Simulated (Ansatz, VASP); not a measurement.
# AsIr: VASP beside Ansatz

```
As Ir
1.0
     3.14615    0.00000    0.00000
     0.00000    3.14615    0.00000
     0.00000    0.00000    3.14615
As Ir
1 1
Cartesian
  0.0000 0.0000 0.0000
  1.5731 1.5731 1.5731
```

Alike in both runs: functional PBE; k mesh 6 × 6 × 6; occupations gaussian, width 0.1 eV; no spin polarisation.

Ansatz relaxed the structure, and its values are those at the end. VASP's run is a single point on that final structure, the one shown.

```csv
,VASP,Ansatz
version,VASP 6.6.1,Ansatz 0.2.0
potentials or method,"VASP PAW PBE potentials, release 64 (As, Ir), cutoff 520 eV","scalar-relativistic, plane waves, PAW"
valence electrons in the cell,14,32
```

Ansatz gave:

| Quantity | Value |
| --- | --- |
| gap on the k mesh at the Fermi level (eV) | none |
| pressure (GPa) | -0.1 |

Which values does VASP return?

gap on the k mesh at the Fermi level (eV): none; pressure (GPa): 0.4.

A gap of «none» marks a metal or a gap that the smearing closes. VASP's potentials hold 14 valence electrons a cell and Ansatz's 32, so a difference there can come from the potentials and not from the codes.

Neither program's run includes spin-orbit coupling.
